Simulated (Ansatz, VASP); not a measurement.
# In in VASP and in Ansatz

Contents of INCAR:

```
SYSTEM = In
PREC = Accurate ; ENCUT = 520
EDIFF = 1E-6 ; ISMEAR = 0
SIGMA = 0.15 ; LREAL = .FALSE.
LASPH = .TRUE. ; NELM = 60
ALGO = Fast ; ISIF = 2
LWAVE = .FALSE. ; LCHARG = .TRUE.
GGA = PS ; LELF = .TRUE.
LVHAR = .TRUE. ; NBANDS = 12
```

KPOINTS

```
regular mesh
0
G
  20 20 20
  0 0 0
```

POSCAR

```
In
1.0
   -1.6424115000      1.6424115000      2.4739500000
    1.6424115000     -1.6424115000      2.4739500000
    1.6098885000      1.6098885000     -2.4739500000
In
1
Direct
    0.0000000000      0.0000000000      0.0000000000
```

Input for Ansatz:

```yaml
crystal:
  lattice:
    - [-1.6424115, 1.6424115, 2.47395]
    - [1.6424115, -1.6424115, 2.47395]
    - [1.6098885, 1.6098885, -2.47395]
  atoms:
    - { symbol: In, position: [0.0, 0.0, 0.0] }
basis:
  ecutwfc: 420
kpoints:
  mp_grid: { grid: [20, 20, 20] }
hamiltonian:
  xc: pbesol
scf:
  occupations: { method: gaussian, width: 0.15 }
output:
  forces: true
  stress: true
  eigenvalues: true
```

Change from the starting cell: strain -0.0200 x Voigt [0, 0, 0, 0, 0, 1], atoms carried along.

Alike in both runs: task single point; functional PBEsol; k mesh 20 × 20 × 20; occupations gaussian, width 0.15 eV; no spin polarisation.

|  | VASP | Ansatz |
| --- | --- | --- |
| version | VASP 6.6.1 | Ansatz 0.2.0 |
| potentials or method | VASP PAW PBE potentials, release 64 (In_d), cutoff 520 eV | scalar-relativistic, plane waves, PAW |
| valence electrons in the cell | 13 | 13 |

Ansatz gave:

```
gap on the k mesh at the Fermi level (eV)                     : none
pressure (GPa)                                                : -1.0
traceless stress, the component that is largest in VASP (GPa) : -0.11
```

Q: What did VASP give for the same quantities?

A: gap on the k mesh at the Fermi level (eV): none; pressure (GPa): -1.0; traceless stress, the component that is largest in VASP (GPa): -0.12.

VASP's potentials were made for PBE, not for PBEsol. A gap of «none» marks a metal or a gap that the smearing closes.
